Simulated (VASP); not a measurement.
# S (P1) in VASP: single point with PBE

Aim: the single point of S with PBE.

Program: VASP 6.6.1. These are calculated values, not measurements. Logs are shortened: lines on timing, memory, paths and dates and some standing lists are left out, and cuts for length are marked.

### Step 1. The cell of the first run

The typed cell holds 6 atoms: a = 4.415 Å, b = 5.744 Å, c = 8.973 Å, α = 84.60°, β = 76.12°, γ = 67.40°.

### Step 2. Single point, PBE

Contents of INCAR:

```
PREC     = Accurate       # precision mode
ENCUT    = 520            # plane-wave cutoff, eV
EDIFF    = 1E-6           # SCF threshold, eV
ISMEAR   = 0              # smearing method
SIGMA    = 0.02           # smearing width, eV
LREAL    = F              # projectors in reciprocal space
LASPH    = T              # aspherical terms in the spheres
NELM     = 100            # most SCF steps
ALGO     = Normal         # electronic algorithm
ISIF     = 2              # what is computed and relaxed
LWAVE    = F              # write WAVECAR
LCHARG   = F              # write CHGCAR
GGA      = PE             # functional
NBANDS   = 27             # bands
```

Contents of KPOINTS:

```
Automatic mesh
0
Gamma
  8 6 4
```

Contents of POSCAR:

```
S
1.0
    4.4142842381      0.0015025312      0.0969775027
    2.2045590801      5.3038166605      0.0582119184
    1.9601375206      0.0030210505      8.7562797162
S
6
Direct
    0.7957167214      0.4099264712      0.6089503133
    0.6842054949      0.6329300637      0.1097666771
    0.0242049835      0.7639892597      0.9614711166
    0.2152105167      0.9079725897      0.1049859195
    0.6006058467      0.1348820164      0.6060639801
    0.2670912459      0.2770085806      0.4614632763
```

Potentials or basis: VASP PAW PBE potentials, release 64 (S).

Launch:

```console
$ cat potpaw_PBE.64/S/POTCAR > POTCAR
$ mpirun -np 1 vasp_std > vasp.out
```

OUTCAR:

```text
PREC = Accurate
   ENCUT = 520
   EDIFF = 1E-6
   ISMEAR = 0
   LREAL = F
   LASPH = T
   NELM = 100
   ISIF = 2
   GGA = PE

 ion  position               nearest neighbor table
   1  0.796  0.410  0.609-   5 2.07   6 2.08
   2  0.684  0.633  0.110-   4 2.07   3 2.08
   3  0.024  0.764  0.961-   4 2.08   2 2.08
   4  0.215  0.908  0.105-   2 2.07   3 2.08
   5  0.601  0.135  0.606-   1 2.07   6 2.08
   6  0.267  0.277  0.461-   5 2.08   1 2.08

  Warning from LATTYP: Got some problem with cell dimensions!
  Tried to take original basis but could not verify dimensions!
  LATTYP: Found a triclinic cell.
 ALAT       =     5.7440352134
 B/A-ratio  =     1.7738301767
 C/A-ratio  =     0.7686842875
 COS(alpha) =     0.0054102279
 COS(beta)  =     0.3842439131
 COS(gamma) =     0.4809337426

  Lattice vectors:

 A1 = (  -2.2045590801,  -5.3038166605,  -0.0582119184)
 A2 = (  -0.2444215595,  -5.3007956100,   8.6980677978)
 A3 = (  -4.4142842381,  -0.0015025312,  -0.0969775027)

Analysis of symmetry for initial positions (statically):
=====================================================================
 Subroutine PRICEL returns:
 Original cell was already a primitive cell.

 Routine SETGRP: Setting up the symmetry group for a
 triclinic supercell.

 Subroutine GETGRP returns: Found  1 space group operations
 (whereof  1 operations were pure point group operations)
 out of a pool of  2 trial point group operations.

The static configuration has the point symmetry C_1 .

Analysis of symmetry for dynamics (positions and initial velocities):
=====================================================================
 Subroutine PRICEL returns:
 Original cell was already a primitive cell.

 Routine SETGRP: Setting up the symmetry group for a
 triclinic supercell.

 Subroutine GETGRP returns: Found  1 space group operations
 (whereof  1 operations were pure point group operations)
 out of a pool of  2 trial point group operations.

The dynamic configuration has the point symmetry C_1 .

 Subroutine INISYM returns: Found  1 space group operations
 (whereof  1 operations are pure point group operations),
 and found     1 'primitive' translations

----------------------------------------------------------------------------------------

                                     Primitive cell

  volume of cell :     203.9697

  direct lattice vectors                    reciprocal lattice vectors
     4.414284238  0.001502531  0.096977503     0.227688346 -0.094080795 -0.050936729
     2.204559080  5.303816660  0.058211918    -0.000063066  0.188570243 -0.000050942
     1.960137521  0.003021051  8.756279716    -0.002521273 -0.000211656  0.114768225

  length of vectors
     4.415349616  5.744035213  8.972991847     0.251570525  0.188570261  0.114796111

  position of ions in fractional coordinates (direct lattice)
     0.795716721  0.409926471  0.608950313
     0.684205495  0.632930064  0.109766677
     0.024204983  0.763989260  0.961471117
     0.215210517  0.907972590  0.104985920
     0.600605847  0.134882016  0.606063980
     0.267091246  0.277008581  0.461463276

  ion indices of the primitive-cell ions
   primitive index   ion index
                 1           1
                 2           2
                 3           3
                 4           4
                 5           5
                 6           6

----------------------------------------------------------------------------------------

 KPOINTS: Automatic mesh

Automatic generation of k-mesh.
 Grid dimensions read from file:
 generate k-points for:    8    6    4

 Generating k-lattice:

  Cartesian coordinates                     Fractional coordinates (reciprocal lattice)
     0.028461043 -0.011760099 -0.006367091     0.125000000  0.000000000  0.000000000
    -0.000010511  0.031428374 -0.000008490     0.000000000  0.166666667  0.000000000
    -0.000630318 -0.000052914  0.028692056    -0.000000000  0.000000000  0.250000000

  Length of vectors
     0.031446316  0.031428377  0.028699028

  Shift w.r.t. Gamma in fractional coordinates (k-lattice)
     0.000000000  0.000000000  0.000000000

 Subroutine IBZKPT returns following result:
 ===========================================

 Found    100 irreducible k-points:

 Following reciprocal coordinates:
            Coordinates               Weight
  0.000000  0.000000  0.000000      1.000000
  0.125000  0.000000  0.000000      2.000000
  0.250000  0.000000  0.000000      2.000000
  0.375000  0.000000  0.000000      2.000000
  0.500000  0.000000  0.000000      1.000000
 -0.000000  0.166667  0.000000      2.000000
[... 16 lines left out ...]
  0.125000  0.500000 -0.000000      2.000000
  0.250000  0.500000  0.000000      2.000000
 [... further k-points ...]
   k-points           NKPTS =    100   k-points in BZ     NKDIM =    100   number of bands    NBANDS=     27
   number of dos      NEDOS =    301   number of ions     NIONS =      6
   total plane-waves  NPLWV = 120960
   dimension x,y,z NGX =    36 NGY =   48 NGZ =   70
   dimension x,y,z NGXF=    72 NGYF=   96 NGZF=  140
   ions per type =               6
   NGX,Y,Z   is equivalent  to a cutoff of  13.55, 13.89, 12.97 a.u.
   NGXF,Y,Z  is equivalent  to a cutoff of  27.11, 27.78, 25.94 a.u.
 SYSTEM =  unknown system
   PREC   = accura    normal or accurate (medium, high low for compatibility)
   ISTART =      0    job   : 0-new  1-cont  2-samecut
   ICHARG =      2    charge: 1-file 2-atom 10-const
   ISPIN  =      1    spin polarized calculation?
   LNONCOLLINEAR =      F non collinear calculations
   LSORBIT =      F    spin-orbit coupling
   LASPH  =      T    aspherical Exc in radial PAW
   ENCUT  =  520.0 eV  38.22 Ry    6.18 a.u.   8.21 10.68 16.68*2*pi/ulx,y,z
   NELM   =    100;   NELMIN=  2; NELMDL= -5     # of ELM steps
   EDIFF  = 0.1E-05   stopping-criterion for ELM
   LREAL  =      F    real-space projection
   EDIFFG = 0.1E-04   stopping-criterion for IOM
   NSW    =      0    number of steps for IOM
   IBRION =     -1    ionic relax: 0-MD 1-quasi-New 2-CG
   NFREE  =      0    steps in history (QN), initial steepest desc. (CG)
   ISIF   =      2    stress and relaxation
   ISYM   =      2    0-nonsym 1-usesym 2-fastsym
   POTIM  = 0.5000    time-step for ionic-motion
   TEBEG  =    0.0;   TEEND  =   0.0 temperature during run
   PSTRESS=    0.0 pullay stress
   NELECT =      36.0000    total number of electrons
   NUPDOWN=      -1.0000    fix difference up-down
   EMIN   =  10.00;   EMAX   =-10.00  energy-range for DOS
   EFERMI =   0.00;   METHOD = LEGACY
   ISMEAR =     0;   SIGMA  =   0.02  broadening in eV -4-tet -1-fermi 0-gaus
   EFERMI_NEDOS =   21; number of points for ismear=-14 and -15
   IALGO  =     38    algorithm
   IMIX   =      4    mixing-type and parameters
     AMIX     =   0.40;   BMIX     =  1.00
     AMIX_MAG =   1.60;   BMIX_MAG =  1.00
  volume/ion in A,a.u.               =      33.99       229.41
  Fermi-wavevector in a.u.,A,eV,Ry     =   0.918305  1.735345 11.473585  0.843285
  Thomas-Fermi vector in A             =   2.043372
   LORBIT       =      0    0 simple, 1 ext, 2 COOP (PROOUT), +10 PAW based schemes
   GGA     = PE    functional components
   LHFCALC =     F    Hartree Fock is set to
   AEXX    =    0.0000 exact exchange contribution
   IVDW    =     0    specifies the selected vdW correction
   LEPSILON=     F    determine dielectric tensor
   LRPA    =     F    only Hartree local field effects (RPA)
 non-spin polarized calculation
 Gauss-broadening in eV      SIGMA  =   0.02
  energy-cutoff  :      520.00
  volume of cell :      203.97
 maximum number of plane-waves:      5515
 NGX is ok and might be reduce to    36
   NGX = 17   NGY = 21   NGZ = 33

 number of electron      35.9999999 magnetization

 Free energy of the ion-electron system (eV)
  ---------------------------------------------------
  ext. energy  EPLUGINS =         0.00000000
  ---------------------------------------------------
  free energy    TOTEN  =       -24.57663578 eV

  energy without entropy =      -24.57663578  energy(sigma->0) =      -24.57663578

 E-fermi :  -0.1198     XC(G=0):  -6.9040

 val. band max:       -0.2464496933   @ k =   0.2500   0.5000   0.0000
 cond. band min:       2.1795778153   @ k =   0.5000   0.5000   0.0000
 fundamental gap:      2.4260275086
 Fermi energy:        -0.1197776795

 k-point     1 :       0.0000    0.0000    0.0000
  band No.  band energies     occupation
      1     -16.0913      2.00000
      2     -16.0442      2.00000
      3     -11.2502      2.00000
      4     -11.1334      2.00000
      5     -11.1292      2.00000
      6     -11.1132      2.00000
[... 19 lines left out ...]
     26       6.3436      0.00000
     27       7.1214      0.00000

 k-point     2 :       0.1250    0.0000    0.0000
  band No.  band energies     occupation
      1     -15.9987      2.00000
      2     -15.9540      2.00000
      3     -12.1264      2.00000
      4     -12.0905      2.00000
      5     -10.2747      2.00000
      6     -10.2121      2.00000
[... 19 lines left out ...]
     26       6.5001      0.00000
     27       7.2895      0.00000

 k-point     3 :       0.2500    0.0000    0.0000
  band No.  band energies     occupation
      1     -15.7233      2.00000
      2     -15.6854      2.00000
      3     -13.0507      2.00000
      4     -13.0302      2.00000
      5      -9.4617      2.00000
      6      -9.3886      2.00000
[... 594 lines left out ...]
      1     -15.9633      2.00000
      2     -15.9537      2.00000
      3     -12.1445      2.00000
      4     -12.1330      2.00000
      5     -10.3040      2.00000
      6     -10.2794      2.00000
[... 19 lines left out ...]
     26       6.4072      0.00000
     27       7.5368      0.00000

 k-point    24 :       0.2500    0.5000    0.0000
  band No.  band energies     occupation
      1     -15.6984      2.00000
      2     -15.6824      2.00000
      3     -13.0656      2.00000
      4     -13.0539      2.00000
      5      -9.4986      2.00000
      6      -9.4325      2.00000
[... 19 lines left out ...]
     26       6.9221      0.00000
     27       7.4338      0.00000

 [... further k-points ...]

------------------------ aborting loop because EDIFF is reached ----------------------------------------

  FORCE on cell =-STRESS in cart. coord.  units (eV):
  Direction    XX          YY          ZZ          XY          YZ          ZX
  --------------------------------------------------------------------------------------
  -------------------------------------------------------------------------------------
  Total       -0.7311037     -0.3484725     -0.3570989     -0.0062088     -0.0030719     -0.0020694
  in kB       -5.7428028     -2.7372430     -2.8050036     -0.0487702     -0.0241300     -0.0162549
  external PRESSURE =      -3.7616831 kB  Pullay stress =       0.0000000 kB

 VOLUME and BASIS-vectors are now :
 -----------------------------------------------------------------------------
  energy-cutoff  :      520.00
  volume of cell :      203.97
      direct lattice vectors                 reciprocal lattice vectors
     4.414284238  0.001502531  0.096977503     0.227688346 -0.094080795 -0.050936729
     2.204559080  5.303816660  0.058211918    -0.000063066  0.188570243 -0.000050942
     1.960137521  0.003021051  8.756279716    -0.002521273 -0.000211656  0.114768225

 POSITION                                       TOTAL-FORCE (eV/Angst)
 -----------------------------------------------------------------------------------
      5.60985      2.17721      5.43317        -0.001986     -0.105591     -0.066396
      4.63077      3.35830      1.06434         0.003823      0.100103     -0.062694
      3.67572      4.05500      8.46573        -0.005990      0.005295      0.120647
      3.15747      4.81636      0.99301         0.002456     -0.105435     -0.057930
      4.13657      0.71812      5.37296         0.005259      0.108339     -0.061854
      2.69423      1.47100      4.08273        -0.003562     -0.002711      0.128227
 -----------------------------------------------------------------------------------
    total drift:                               -0.000030      0.000013      0.000174

  FREE ENERGIE OF THE ION-ELECTRON SYSTEM (eV)
  ---------------------------------------------------
  free  energy   TOTEN  =       -24.5766357794 eV

  energy  without entropy=      -24.5766357794  energy(sigma->0) =      -24.57663578
```

It took 4.2 min on 1 thread of Intel Xeon 6975P-C (Granite Rapids), shared host; peak memory 0.56 GiB.

Results:

| Item | Value |
| --- | --- |
| Free energy | -24.5766 eV |
| Pressure | -0.4 GPa |
| Largest force | 0.128 eV/Å |
| Band gap on the k mesh | 2.43 eV, indirect (least direct gap 2.52 eV) |

Forces in eV/Å, atoms in the order of the input:
```
S   -0.002 -0.106 -0.066
S    0.004  0.100 -0.063
S   -0.006  0.005  0.121
S    0.002 -0.105 -0.058
S    0.005  0.108 -0.062
S   -0.004 -0.003  0.128
```

Stress tensor (GPa, compression positive):
```
-0.57  0.00  0.00
 0.00 -0.27  0.00
 0.00  0.00 -0.28
```
